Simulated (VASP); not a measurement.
# PbSe (I4mm) in VASP: a series of runs

Runs on PbSe. Level: PBE. Tasks: single point.

Program: VASP 6.6.1. These are calculated values, not measurements. Logs are shortened: lines on timing, memory, paths and dates and some standing lists are left out, and cuts for length are marked.

### Step 1. The cell of the first run

Symmetry: I4mm, No. 107, tetragonal system. The conventional cell has a = 4.331 Å, b = 4.331 Å, c = 6.124 Å, α = 90.00°, β = 90.00°, γ = 90.00°. Pb (site symmetry 4mm) has 6 Se at 2.62 to 3.50 Å within 3.5 Å. Within 3.5 Å of Se (site symmetry 4mm) lie 6 Pb at 2.62 to 3.50 Å.

### Step 2. Single point, PBE

File INCAR:

```
SYSTEM = PbSe
ALGO = Normal ; EDIFF = 1E-6
ENCUT = 520 ; GGA = PE
ISIF = 2 ; ISMEAR = 0
LASPH = .True. ; LCHARG = .True.
LELF = .True. ; LREAL = .False.
LVHAR = .True. ; LWAVE = .False.
NBANDS = 17 ; NELM = 60
PREC = Accurate ; SIGMA = 0.03
```

File KPOINTS:

```
k-points
0
Gamma
  10 10 10
  0 0 0
```

File POSCAR:

```
PbSe
1.0
    0.0000000000      3.0621500000      3.0621500000
    3.0621500000      0.0000000000      3.0621500000
    3.0621500000      3.0621500000      0.0000000000
Pb Se
1 1
Direct
    0.0000000000      0.0000000000      0.0000000000
    0.4285632644      0.4285632644      0.5714367356
```

Potentials or basis: VASP PAW PBE potentials, release 64 (Pb_d, Se).

On the command line:

```bash
cat potpaw_PBE.64/Pb_d/POTCAR potpaw_PBE.64/Se/POTCAR > POTCAR
mpirun -np 1 vasp_std > vasp.out
```

OUTCAR:

```text
SYSTEM = PbSe
   EDIFF = 1E-6
   ENCUT = 520
   GGA = PE
   ISIF = 2
   ISMEAR = 0
   LASPH = .True.
   LREAL = .False.
   NELM = 60
   PREC = Accurate

 ion  position               nearest neighbor table
   1  0.000  0.000  0.000-   2 2.62   2 3.09   2 3.09   2 3.09   2 3.09
   2  0.429  0.429  0.571-   1 2.62   1 3.09   1 3.09   1 3.09   1 3.09

  LATTYP: Found a face centered cubic cell.
 ALAT       =     6.1243000000

  Lattice vectors:

 A1 = (   0.0000000000,   3.0621500000,   3.0621500000)
 A2 = (   3.0621500000,   0.0000000000,   3.0621500000)
 A3 = (   3.0621500000,   3.0621500000,   0.0000000000)

Analysis of symmetry for initial positions (statically):
=====================================================================
 Subroutine PRICEL returns:
 Original cell was already a primitive cell.

 Routine SETGRP: Setting up the symmetry group for a
 face centered cubic supercell.

 Subroutine GETGRP returns: Found  8 space group operations
 (whereof  8 operations were pure point group operations)
 out of a pool of 48 trial point group operations.

The static configuration has the point symmetry C_4v.

Analysis of symmetry for dynamics (positions and initial velocities):
=====================================================================
 Subroutine PRICEL returns:
 Original cell was already a primitive cell.

 Routine SETGRP: Setting up the symmetry group for a
 face centered cubic supercell.

 Subroutine GETGRP returns: Found  8 space group operations
 (whereof  8 operations were pure point group operations)
 out of a pool of 48 trial point group operations.

The dynamic configuration has the point symmetry C_4v.

 Subroutine INISYM returns: Found  8 space group operations
 (whereof  8 operations are pure point group operations),
 and found     1 'primitive' translations

----------------------------------------------------------------------------------------

                                     Primitive cell

  volume of cell :      57.4261

  direct lattice vectors                    reciprocal lattice vectors
     0.000000000  3.062150000  3.062150000    -0.163283967  0.163283967  0.163283967
     3.062150000  0.000000000  3.062150000     0.163283967 -0.163283967  0.163283967
     3.062150000  3.062150000  0.000000000     0.163283967  0.163283967 -0.163283967

  length of vectors
[... 74 lines left out ...]
   ISTART =      0    job   : 0-new  1-cont  2-samecut
   ICHARG =      2    charge: 1-file 2-atom 10-const
   ISPIN  =      1    spin polarized calculation?
   LNONCOLLINEAR =      F non collinear calculations
   LSORBIT =      F    spin-orbit coupling
   LASPH  =      T    aspherical Exc in radial PAW
   ENCUT  =  520.0 eV  38.22 Ry    6.18 a.u.   8.05  8.05  8.05*2*pi/ulx,y,z
   NELM   =     60;   NELMIN=  2; NELMDL= -5     # of ELM steps
   EDIFF  = 0.1E-05   stopping-criterion for ELM
   LREAL  =      F    real-space projection
   EDIFFG = 0.1E-04   stopping-criterion for IOM
   NSW    =      0    number of steps for IOM
   IBRION =     -1    ionic relax: 0-MD 1-quasi-New 2-CG
   NFREE  =      0    steps in history (QN), initial steepest desc. (CG)
   ISIF   =      2    stress and relaxation
   ISYM   =      2    0-nonsym 1-usesym 2-fastsym
   POTIM  = 0.5000    time-step for ionic-motion
   TEBEG  =    0.0;   TEEND  =   0.0 temperature during run
   PSTRESS=    0.0 pullay stress
   NELECT =      20.0000    total number of electrons
   NUPDOWN=      -1.0000    fix difference up-down
   EMIN   =  10.00;   EMAX   =-10.00  energy-range for DOS
   EFERMI =   0.00;   METHOD = LEGACY
   ISMEAR =     0;   SIGMA  =   0.03  broadening in eV -4-tet -1-fermi 0-gaus
   EFERMI_NEDOS =   21; number of points for ismear=-14 and -15
   IALGO  =     38    algorithm
   IMIX   =      4    mixing-type and parameters
     AMIX     =   0.40;   BMIX     =  1.00
     AMIX_MAG =   1.60;   BMIX_MAG =  1.00
  volume/ion in A,a.u.               =      28.71       193.77
  Fermi-wavevector in a.u.,A,eV,Ry     =   1.151812  2.176610 18.050462  1.326672
  Thomas-Fermi vector in A             =   2.288467
   LORBIT       =      0    0 simple, 1 ext, 2 COOP (PROOUT), +10 PAW based schemes
   GGA     = PE    functional components
   LHFCALC =     F    Hartree Fock is set to
   AEXX    =    0.0000 exact exchange contribution
   IVDW    =     0    specifies the selected vdW correction
   LEPSILON=     F    determine dielectric tensor
   LRPA    =     F    only Hartree local field effects (RPA)
 non-spin polarized calculation
 Gauss-broadening in eV      SIGMA  =   0.03
  energy-cutoff  :      520.00
  volume of cell :       57.43
 maximum number of plane-waves:      1572
   NGX = 17   NGY = 17   NGZ = 17

 number of electron      19.9999999 magnetization

 Free energy of the ion-electron system (eV)
  ---------------------------------------------------
  ext. energy  EPLUGINS =         0.00000000
  ---------------------------------------------------
  free energy    TOTEN  =        -7.99734909 eV

  energy without entropy =       -7.99734909  energy(sigma->0) =       -7.99734909

 E-fermi :   4.8979     XC(G=0):  -9.4840

 val. band max:        4.7154420920   @ k =  -0.2000   0.2000   0.0000
 cond. band min:       5.9405607000   @ k =   0.5000   0.0000   0.0000
 fundamental gap:      1.2251186080
 Fermi energy:         4.8979160542

 k-point     1 :       0.0000    0.0000    0.0000
  band No.  band energies     occupation
      1     -11.7672      2.00000
      2     -11.7334      2.00000
      3     -11.7268      2.00000
      4     -11.7093      2.00000
      5     -11.7093      2.00000
      6      -8.7467      2.00000
[... 457 lines left out ...]
      4     -11.7063      2.00000
      5     -11.6995      2.00000
      6      -8.5412      2.00000
[... 9 lines left out ...]
     16      12.5708      0.00000
     17      14.1200      0.00000

 [... further k-points ...]
[... 5 lines left out ...]
  --------------------------------------------------------------------------------------
  -------------------------------------------------------------------------------------
  Total        0.8739398      0.8739398      4.1911127      0.0000000     -0.0000000      0.0000000
  in kB       24.3827511     24.3827511    116.9312377      0.0000000     -0.0000000      0.0000000
  external PRESSURE =      55.2322466 kB  Pullay stress =       0.0000000 kB

 VOLUME and BASIS-vectors are now :
 -----------------------------------------------------------------------------
  energy-cutoff  :      520.00
  volume of cell :       57.43
      direct lattice vectors                 reciprocal lattice vectors
     0.000000000  3.062150000  3.062150000    -0.163283967  0.163283967  0.163283967
     3.062150000  0.000000000  3.062150000     0.163283967 -0.163283967  0.163283967
     3.062150000  3.062150000  0.000000000     0.163283967  0.163283967 -0.163283967

 POSITION                                       TOTAL-FORCE (eV/Angst)
 -----------------------------------------------------------------------------------
      0.00000      0.00000      0.00000         0.000000      0.000000     -1.336106
      3.06215      3.06215      2.62465         0.000000      0.000000      1.336106
 -----------------------------------------------------------------------------------
    total drift:                               -0.000000     -0.000000      0.000247

  FREE ENERGIE OF THE ION-ELECTRON SYSTEM (eV)
  ---------------------------------------------------
  free  energy   TOTEN  =        -7.9973490857 eV

  energy  without entropy=       -7.9973490857  energy(sigma->0) =       -7.99734909
```

OSZICAR:

```text
N       E                     dE             d eps       ncg     rms          rms(c)
DAV:   1     0.159656619820E+03    0.15966E+03   -0.95737E+03  3484   0.121E+03
DAV:   2     0.354875777455E+01   -0.15611E+03   -0.15069E+03  3658   0.308E+02
DAV:   3    -0.798209057278E+01   -0.11531E+02   -0.11455E+02  4529   0.903E+01
DAV:   4    -0.825271231811E+01   -0.27062E+00   -0.27040E+00  4393   0.154E+01
DAV:   5    -0.826186453672E+01   -0.91522E-02   -0.91517E-02  4951   0.276E+00    0.305E+00
DAV:   6    -0.800052265869E+01    0.26134E+00   -0.61953E-01  5311   0.606E+00    0.181E+00
DAV:   7    -0.799464619639E+01    0.58765E-02   -0.12452E-01  4186   0.187E+00    0.894E-01
DAV:   8    -0.799736145230E+01   -0.27153E-02   -0.12158E-02  4356   0.117E+00    0.942E-02
DAV:   9    -0.799730501209E+01    0.56440E-04   -0.19509E-03  5512   0.418E-01    0.596E-02
DAV:  10    -0.799733298634E+01   -0.27974E-04   -0.18887E-04  4178   0.960E-02    0.220E-02
DAV:  11    -0.799734937115E+01   -0.16385E-04   -0.55016E-05  4654   0.680E-02    0.187E-02
DAV:  12    -0.799734908569E+01    0.28546E-06   -0.38047E-06  4378   0.128E-02
   1 F= -.79973491E+01 E0= -.79973491E+01  d E =-.579803E-20
```

stdout:

```text
POSCAR found type information on POSCAR PbSe
 POSCAR found :  2 types and       2 ions
 scaLAPACK will be used
 LDA part: xc-table for (Slater+PW92), standard interpolation
 POSCAR, INCAR and KPOINTS ok, starting setup
 FFT: planning ... GRIDC
 FFT: planning ... GRID_SOFT
 FFT: planning ... GRID
 WAVECAR not read
 entering main loop
```

Wall time 53 s (1 thread of Intel Xeon Platinum 8259CL at 2.50GHz (Skylake/Cascade Lake), shared host); peak memory 0.24 GiB.

Results:

```yaml
Free_energy: -7.9973 eV
Pressure: 5.5 GPa
Largest_force: 1.336 eV/Å
Band_gap_on_the_k_mesh: 1.23 eV, indirect (least direct gap 1.37 eV)
```

Forces on the atoms (eV/Å):
```
Pb   0.000  0.000 -1.336
Se   0.000  0.000  1.336
```

Stress tensor (GPa, compression positive):
```
 2.44  0.00  0.00
 0.00  2.44  0.00
 0.00  0.00 11.69
```

Caveat: the cell differs from its parent crystal (all Se atoms moved +0.438 Å, as atom 2 towards its neighbour atom 1 (Pb) at 3.062 Å); spin-orbit coupling is left out, which moves the levels of the heavy elements; forces of over 1 eV/Å act on the atoms, so gaps and moduli don't describe the material at rest. A k mesh can miss the band edges.

### Step 3. Single point, PBE

File INCAR:

```
SYSTEM = PbSe
ALGO = Normal ; EDIFF = 1E-6
ENCUT = 520 ; GGA = PE
ISIF = 2 ; ISMEAR = 0
LASPH = .True. ; LCHARG = .False.
LREAL = .False. ; LWAVE = .False.
NBANDS = 17 ; NELM = 100
PREC = Accurate ; SIGMA = 0.03
```

KPOINTS is that of step 2.

POSCAR, as its differences from that of step 2:

```diff
@@ -9,2 +9,2 @@
     0.0000000000      0.0000000000      0.0000000000
-    0.4285632644      0.4285632644      0.5714367356
+    0.4489737603      0.4489737603      0.5510262397
```

Potentials or basis: VASP PAW PBE potentials, release 64 (Pb_d, Se).

On the command line:

```bash
cat potpaw_PBE.64/Pb_d/POTCAR potpaw_PBE.64/Se/POTCAR > POTCAR
mpirun -np 1 vasp_std > vasp.out
```

Run time: 57 s. Hardware: 1 thread of Intel Xeon Platinum 8259CL at 2.50GHz (Skylake/Cascade Lake), shared host; peak memory 0.24 GiB.

It converged, with:

```
Free energy            : -8.1145 eV
Pressure               : 3.8 GPa
Largest force          : 0.606 eV/Å
Band gap on the k mesh : 0.99 eV, direct
```

Forces in eV/Å, atoms in the order of the input:
```
Pb   0.000  0.000 -0.606
Se   0.000  0.000  0.606
```

Stress tensor (GPa, compression positive):
```
2.37 0.00 0.00
0.00 2.37 0.00
0.00 0.00 6.79
```

Levels at points of the mesh, in eV from the valence-band top:
| k point | band 8 | band 9 | band 10 | band 11 | band 12 | band 13 |
| --- | --- | --- | --- | --- | --- | --- |
| (0.00, 0.00, 0.00) | -1.73 | -1.50 | -1.50 | 4.50 | 4.50 | 5.21 |
| (0.50, 0.00, 0.00) | -1.50 | -1.23 | 0.00 | 0.99 | 2.09 | 2.48 |
| (0.50, 0.50, 0.00) | -4.21 | -2.94 | -2.94 | 4.02 | 5.96 | 5.96 |
| (0.00, 0.50, 0.50) | -4.67 | -2.89 | -2.82 | 3.36 | 6.21 | 6.33 |

Caveat: the cell differs from its parent crystal (all Se atoms moved +0.312 Å, as atom 2 towards its neighbour atom 1 (Pb) at 3.062 Å); spin-orbit coupling is left out, which moves the levels of the heavy elements.

### Step 4. Single point, PBE

File INCAR:

```
SYSTEM = PbSe
PREC     = Accurate       ! precision mode
ENCUT    = 520            ! plane-wave cutoff, eV
EDIFF    = 1E-6           ! SCF threshold, eV
ISMEAR   = 0              ! smearing method
SIGMA    = 0.03           ! smearing width, eV
LREAL    = .False.        ! projectors in reciprocal space
LASPH    = .True.         ! aspherical terms in the spheres
NELM     = 60             ! most SCF steps
ALGO     = Normal         ! electronic algorithm
ISIF     = 2              ! what is computed and relaxed
LWAVE    = .False.        ! write WAVECAR
LCHARG   = .False.        ! write CHGCAR
GGA      = PE             ! functional
NBANDS   = 17             ! bands
```

File KPOINTS:

```
regular mesh
0
Gamma
  10 10 10
  0 0 0
```

POSCAR, as its differences from that of step 3:

```diff
@@ -9,2 +9,2 @@
     0.0000000000      0.0000000000      0.0000000000
-    0.4489737603      0.4489737603      0.5510262397
+    0.4693842562      0.4693842562      0.5306157438
```

On the command line:

```bash
cat potpaw_PBE.64/Pb_d/POTCAR potpaw_PBE.64/Se/POTCAR > POTCAR
mpirun -np 1 vasp_std > vasp.out
```

Wall time 51 s (1 thread of Intel Xeon Platinum 8259CL at 2.50GHz (Skylake/Cascade Lake), shared host); peak memory 0.24 GiB.

The run converged. Its results:

```yaml
Free_energy: -8.1630 eV
Pressure: 2.8 GPa
Largest_force: 0.216 eV/Å
Band_gap_on_the_k_mesh: 0.64 eV, direct
```

Forces on the atoms (eV/Å):
```
Pb   0.000  0.000 -0.216
Se   0.000  0.000  0.216
```

Stress tensor (GPa, compression positive):
```
2.34 0.00 0.00
0.00 2.34 0.00
0.00 0.00 3.86
```

Levels at points of the mesh, in eV from the valence-band top:
| k point | band 8 | band 9 | band 10 | band 11 | band 12 | band 13 |
| --- | --- | --- | --- | --- | --- | --- |
| (0.00, 0.00, 0.00) | -1.78 | -1.70 | -1.70 | 4.65 | 4.65 | 4.93 |
| (0.50, 0.00, 0.00) | -1.45 | -1.34 | 0.00 | 0.64 | 1.89 | 2.03 |
| (0.50, 0.50, 0.00) | -4.64 | -3.08 | -3.08 | 3.86 | 5.78 | 5.78 |
| (0.00, 0.50, 0.50) | -4.82 | -3.06 | -3.04 | 3.58 | 5.87 | 6.02 |

Caveat: the cell differs from its parent crystal (all Se atoms moved +0.188 Å, as atom 2 towards its neighbour atom 1 (Pb) at 3.062 Å); spin-orbit coupling is left out, which moves the levels of the heavy elements.
